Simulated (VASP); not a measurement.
Here is a VASP 6.6.1 calculation.

Contents of INCAR:

```
ALGO = Normal ; EDIFF = 1E-6
ENCUT = 520 ; GGA = PS
ISIF = 2 ; ISMEAR = 1
LASPH = T ; LCHARG = T
LELF = T ; LREAL = F
LVHAR = T ; LWAVE = F
NBANDS = 13 ; NELM = 60
PREC = Accurate ; SIGMA = 0.05
```

The input KPOINTS:

```
k-points
0
Gamma
  12 12 11
```

POSCAR

```
Ge
1.0
    1.3894365874     -2.5524212710      0.0000000000
    1.3388916211      2.5252655645      0.0000000000
    0.0000000000      0.0000000000      2.6562105718
Ge
1
Direct
    0.5000000000      0.5000000000      0.0000000000
```

Potentials or basis: VASP PAW PBE potentials, release 64 (Ge_d).

Command:

```bash
$ cat potpaw_PBE.64/Ge_d/POTCAR > POTCAR
$ mpirun -np 1 vasp_std > vasp.out
```

Problem. Estimate the band gap on the k mesh.

Solution. Zero (bands 7 and 8 overlap by 10.39 eV).

Problem. What does it give for the pressure?

Solution. -0.1 GPa.

Stress tensor (GPa, compression positive):
```
 2.18  0.10  0.00
 0.10 -2.73  0.00
 0.00  0.00  0.26
```

Caveat: the PAW data sets were made with another functional, which shifts forces and pressure a little.
